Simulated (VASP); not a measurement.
Write the native input for VASP 6.6.1 that does the following.

```
Task                   : single point
Functional             : PBE
Potentials or basis    : VASP PAW PBE potentials, release 64 (O)
Cutoff                 : 520 eV
k mesh                 : 10 × 10 × 10
Occupations            : methfessel-paxton, width 0.1112 eV
Spin                   : no spin polarisation
Dipole correction      : no
Further INCAR settings : ALGO = Normal; EDIFF = 1e-07; NBANDS = 9
```

The structure of O lies in POSCAR:

```
O
1.0
   -1.2529145071      1.2529145071      1.2529145071
    1.2529145071     -1.2529145071      1.2529145071
    1.2529145071      1.2529145071     -1.2529145071
O
1
Direct
    0.0000000000      0.0000000000      0.0000000000
```

These files were run (other wordings do the same):

INCAR

```
SYSTEM = O
PREC = Accurate
ENCUT = 520
EDIFF = 1E-7
ISMEAR = 1
SIGMA = 0.1112
LREAL = .False.
LASPH = .True.
NELM = 100
ALGO = Normal
ISIF = 2
LWAVE = .False.
LCHARG = .True.
GGA = PE
LELF = .True.
LVHAR = .True.
NBANDS = 9
```

KPOINTS

```
Automatic mesh
0
Gamma
  10 10 10
  0 0 0
```

Potentials or basis: VASP PAW PBE potentials, release 64 (O).

Command:

```console
$ cat potpaw_PBE.64/O/POTCAR > POTCAR
$ mpirun -np 1 vasp_std > vasp.out
```

Results of the run:

* Pressure: -0.5 GPa
* Band gap on the k mesh: zero (band 3 reaches 3.99 eV, above the bottom of band 4 at -0.79 eV)

It took 4.6 s on 1 thread of Intel Xeon 8259CL, with other jobs on the host, peak memory 0.11 GiB.
